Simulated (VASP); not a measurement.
# Sn (Fd-3m) in VASP: a series of runs, part 2 of 3

VASP 6.6.1.

### Step 6. Relaxation of cell and atoms, PBE+D4

This run uses another cell than the first one, of 33.80 Å³/atom, 0.947 times its volume.

File INCAR:

```
SYSTEM = Sn
ALGO     = Normal         ! electronic algorithm
EDIFF    = 1E-7           ! SCF threshold, eV
EDIFFG   = -0.1           ! ionic threshold
ENCUT    = 600            ! plane-wave cutoff, eV
GGA      = PE             ! functional
IBRION   = 2              ! ionic algorithm
ISIF     = 3              ! what is computed and relaxed
ISMEAR   = -1             ! smearing method
IVDW     = 13             ! dispersion correction
LASPH    = .True.         ! aspherical terms in the spheres
LCHARG   = .False.        ! write CHGCAR
LREAL    = .False.        ! projectors in reciprocal space
LWAVE    = .False.        ! write WAVECAR
NELM     = 60             ! most SCF steps
NSW      = 100            ! ionic steps
PREC     = Accurate       ! precision mode
SIGMA    = 0.3            ! smearing width, eV
```

File KPOINTS:

```
k-points
0
Gamma
  7 7 7
  0 0 0
```

File POSCAR:

```
Sn
1.0
    0.0000000000      3.2333400000      3.2333400000
    3.2333400000      0.0000000000      3.2333400000
    3.2333400000      3.2333400000      0.0000000000
Sn
2
Direct
    0.0000000000      0.0000000000      0.0000000000
    0.2500000000      0.2500000000      0.2500000000
```

Potentials or basis: VASP PAW PBE potentials, release 64 (Sn_d).

Run with:

```console
cat potpaw_PBE.64/Sn_d/POTCAR > POTCAR
mpirun -np 1 vasp_std > vasp.out
```

OUTCAR:

```text
SYSTEM = Sn
   EDIFF = 1E-7
   EDIFFG = -0.1
   ENCUT = 600
   GGA = PE
   IBRION = 2
   ISIF = 3
   ISMEAR = -1
   IVDW = 13
   LASPH = .True.
   LREAL = .False.
   NELM = 60
   NSW = 100
   PREC = Accurate

 ion  position               nearest neighbor table
   1  0.000  0.000  0.000-   2 2.80   2 2.80   2 2.80   2 2.80
   2  0.250  0.250  0.250-   1 2.80   1 2.80   1 2.80   1 2.80

  LATTYP: Found a face centered cubic cell.
 ALAT       =     6.4666800000

  Lattice vectors:

 A1 = (   0.0000000000,   3.2333400000,   3.2333400000)
 A2 = (   3.2333400000,   0.0000000000,   3.2333400000)
 A3 = (   3.2333400000,   3.2333400000,   0.0000000000)

Analysis of symmetry for initial positions (statically):
=====================================================================
 Subroutine PRICEL returns:
 Original cell was already a primitive cell.

 Routine SETGRP: Setting up the symmetry group for a
 face centered cubic supercell.

 Subroutine GETGRP returns: Found 48 space group operations
 (whereof 24 operations were pure point group operations)
 out of a pool of 48 trial point group operations.

The static configuration has the point symmetry T_d .
 The point group associated with its full space group is O_h .

Analysis of symmetry for dynamics (positions and initial velocities):
=====================================================================
 Subroutine PRICEL returns:
 Original cell was already a primitive cell.

 Routine SETGRP: Setting up the symmetry group for a
 face centered cubic supercell.

 Subroutine GETGRP returns: Found 48 space group operations
 (whereof 24 operations were pure point group operations)
 out of a pool of 48 trial point group operations.

The dynamic configuration has the point symmetry T_d .
 The point group associated with its full space group is O_h .

 Subroutine INISYM returns: Found 48 space group operations
 (whereof 24 operations are pure point group operations),
 and found     1 'primitive' translations

----------------------------------------------------------------------------------------

                                     Primitive cell

  volume of cell :      67.6058

  direct lattice vectors                    reciprocal lattice vectors
     0.000000000  3.233340000  3.233340000    -0.154638856  0.154638856  0.154638856
     3.233340000  0.000000000  3.233340000     0.154638856 -0.154638856  0.154638856
     3.233340000  3.233340000  0.000000000     0.154638856  0.154638856 -0.154638856

  length of vectors
     4.572633280  4.572633280  4.572633280     0.267842356  0.267842356  0.267842356

  position of ions in fractional coordinates (direct lattice)
     0.000000000  0.000000000  0.000000000
     0.250000000  0.250000000  0.250000000

  ion indices of the primitive-cell ions
   primitive index   ion index
                 1           1
                 2           2

----------------------------------------------------------------------------------------

 KPOINTS: k-points

Automatic generation of k-mesh.
 Grid dimensions read from file:
 generate k-points for:    7    7    7

 Generating k-lattice:

  Cartesian coordinates                     Fractional coordinates (reciprocal lattice)
    -0.022091265  0.022091265  0.022091265     0.142857143  0.000000000  0.000000000
     0.022091265 -0.022091265  0.022091265     0.000000000  0.142857143  0.000000000
     0.022091265  0.022091265 -0.022091265     0.000000000  0.000000000  0.142857143

  Length of vectors
     0.038263194  0.038263194  0.038263194

  Shift w.r.t. Gamma in fractional coordinates (k-lattice)
     0.000000000  0.000000000  0.000000000

 Subroutine IBZKPT returns following result:
 ===========================================

 Found     20 irreducible k-points:

 Following reciprocal coordinates:
            Coordinates               Weight
  0.000000  0.000000  0.000000      1.000000
  0.142857  0.000000  0.000000      8.000000
  0.285714  0.000000  0.000000      8.000000
  0.428571  0.000000  0.000000      8.000000
  0.142857  0.142857  0.000000      6.000000
  0.285714  0.142857  0.000000     24.000000
[... 12 lines left out ...]
 -0.428571  0.428571  0.142857     24.000000
 -0.285714  0.428571  0.142857     24.000000
   k-points           NKPTS =     20   k-points in BZ     NKDIM =     20   number of bands    NBANDS=     18
   number of dos      NEDOS =    301   number of ions     NIONS =      2
   total plane-waves  NPLWV =  64000
   dimension x,y,z NGX =    40 NGY =   40 NGZ =   40
   dimension x,y,z NGXF=    80 NGYF=   80 NGZF=   80
   ions per type =               2
   NGX,Y,Z   is equivalent  to a cutoff of  14.54, 14.54, 14.54 a.u.
   NGXF,Y,Z  is equivalent  to a cutoff of  29.09, 29.09, 29.09 a.u.
 SYSTEM =  Sn
   PREC   = accura    normal or accurate (medium, high low for compatibility)
   ISTART =      0    job   : 0-new  1-cont  2-samecut
   ICHARG =      2    charge: 1-file 2-atom 10-const
   ISPIN  =      1    spin polarized calculation?
   LNONCOLLINEAR =      F non collinear calculations
   LSORBIT =      F    spin-orbit coupling
   LASPH  =      T    aspherical Exc in radial PAW
   ENCUT  =  600.0 eV  44.10 Ry    6.64 a.u.   9.13  9.13  9.13*2*pi/ulx,y,z
   NELM   =     60;   NELMIN=  2; NELMDL= -5     # of ELM steps
   EDIFF  = 0.1E-06   stopping-criterion for ELM
   LREAL  =      F    real-space projection
   EDIFFG = -.1E+00   stopping-criterion for IOM
   NSW    =    100    number of steps for IOM
   IBRION =      2    ionic relax: 0-MD 1-quasi-New 2-CG
   NFREE  =      1    steps in history (QN), initial steepest desc. (CG)
   ISIF   =      3    stress and relaxation
   ISYM   =      2    0-nonsym 1-usesym 2-fastsym
   POTIM  = 0.5000    time-step for ionic-motion
   TEBEG  =    0.0;   TEEND  =   0.0 temperature during run
   PSTRESS=    0.0 pullay stress
   NELECT =      28.0000    total number of electrons
   NUPDOWN=      -1.0000    fix difference up-down
   EMIN   =  10.00;   EMAX   =-10.00  energy-range for DOS
   EFERMI =   0.00;   METHOD = LEGACY
   ISMEAR =    -1;   SIGMA  =   0.30  broadening in eV -4-tet -1-fermi 0-gaus
   EFERMI_NEDOS =   21; number of points for ismear=-14 and -15
   IALGO  =     38    algorithm
   IMIX   =      4    mixing-type and parameters
     AMIX     =   0.40;   BMIX     =  1.00
     AMIX_MAG =   1.60;   BMIX_MAG =  1.00
  volume/ion in A,a.u.               =      33.80       228.11
  Fermi-wavevector in a.u.,A,eV,Ry     =   1.220299  2.306030 20.260828  1.489129
  Thomas-Fermi vector in A             =   2.355521
   LORBIT       =      0    0 simple, 1 ext, 2 COOP (PROOUT), +10 PAW based schemes
   GGA     = PE    functional components
   LHFCALC =     F    Hartree Fock is set to
   AEXX    =    0.0000 exact exchange contribution
   IVDW    =    13    specifies the selected vdW correction
   LEPSILON=     F    determine dielectric tensor
   LRPA    =     F    only Hartree local field effects (RPA)
 conjugate gradient relaxation of ions
 non-spin polarized calculation
  energy-cutoff  :      600.00
  volume of cell :       67.61
 maximum number of plane-waves:      2281
 NGX is ok and might be reduce to    40
   NGX = 19   NGY = 19   NGZ = 19

--------------------------------------- Ionic step        1  -------------------------------------------

 number of electron      28.0000005 magnetization

 Free energy of the ion-electron system (eV)
  ---------------------------------------------------
  ext. energy  EPLUGINS =         0.00000000
  ---------------------------------------------------
  free energy    TOTEN  =        -7.65919864 eV

  energy without entropy =       -7.53010955  energy(sigma->0) =       -7.59465409

------------------------ aborting loop because EDIFF is reached ----------------------------------------

  DFT-D4 for vdW energy calculation

  Edisp (eV):   -0.68592
[... 31 lines left out ...]
--------------------------------------- Ionic step        2  -------------------------------------------

 number of electron      27.9999996 magnetization

 E-fermi :   5.0353     XC(G=0):  -8.6234

 val. band max:        4.9304812044   @ k =   0.4286   0.0000   0.0000
 cond. band min:       5.1030952822   @ k =   0.0000   0.0000   0.0000
 fundamental gap:      0.1726140778
 Fermi energy:         5.0353167837

 k-point     1 :       0.0000    0.0000    0.0000
  band No.  band energies     occupation
      1     -16.5576      2.00000
      2     -16.5576      2.00000
      3     -16.5576      2.00000
      4     -16.5055      2.00000
      5     -16.5055      2.00000
      6     -16.2426      2.00000
[... 448 lines left out ...]
--------------------------------------- Ionic step        3  -------------------------------------------

 number of electron      27.9999997 magnetization

 Free energy of the ion-electron system (eV)
  ---------------------------------------------------
  ext. energy  EPLUGINS =         0.00000000
  ---------------------------------------------------
  free energy    TOTEN  =        -7.72437338 eV

  energy without entropy =       -7.58004046  energy(sigma->0) =       -7.65220692

 E-fermi :   5.2050     XC(G=0):  -8.6954

 val. band max:        5.1280975019   @ k =   0.4286   0.0000   0.0000
 cond. band min:       5.2705838890   @ k =   0.0000   0.0000   0.0000
 fundamental gap:      0.1424863870
 Fermi energy:         5.2049640579

 k-point     1 :       0.0000    0.0000    0.0000
  band No.  band energies     occupation
      1     -16.4184      2.00000
      2     -16.4184      2.00000
      3     -16.4184      2.00000
      4     -16.3641      2.00000
      5     -16.3641      2.00000
      6     -16.0890      2.00000
[... 442 lines left out ...]
  FREE ENERGIE OF THE ION-ELECTRON SYSTEM (eV)
  ---------------------------------------------------
  free  energy   TOTEN  =        -8.3711046212 eV

  energy  without entropy=       -8.2267716982  energy(sigma->0) =       -8.29893816

 reached required accuracy - stopping structural energy minimisation
```

Wall time 83 s (1 thread of Intel Xeon 6975P-C, shared host); peak memory 0.25 GiB.

Results:

```
Free energy                            : -8.3711 eV
Relaxed volume                         : 35.68 Å³/atom
Relaxed cell                           : a = 4.656 Å, b = 4.656 Å, c = 4.656 Å, α = 60.00°, β = 60.00°, γ = 60.00°
Space group after relaxing (to 0.05 Å) : Fd-3m (No. 227)
Energy gained by relaxing              : 13.0 meV/atom
Ionic steps                            : 3
Pressure after relaxing                : 0.0 GPa
Band gap on the k mesh                 : zero (band 14 reaches 5.27 eV, above the bottom of band 15 at 5.13 eV)
Dispersion energy per atom             : -0.323 eV
```

Step by step:
```tsv
step	energy change (eV)	largest force (eV/Å)	pressure (GPa)	volume (Å³)
1	0.0000	0.0000	2.34	67.61
2	-0.0237	0.0000	-0.59	72.56
3	-0.0260	0.0000	-0.01	71.35
```

Final structure:
```
Sn
1.0
     0.00000    3.29200    3.29200
     3.29200    0.00000    3.29200
     3.29200    3.29200    0.00000
Sn
2
Direct
  0.00000 0.00000 0.00000
  0.25000 0.25000 0.25000
```

Caveat: spin-orbit coupling is left out, which moves the levels of the heavy elements; pairwise dispersion overbinds metals, which lowers pressure and volume. Zero-point motion and thermal expansion aren't in these numbers.

(Part 2 of 3 ends here.)
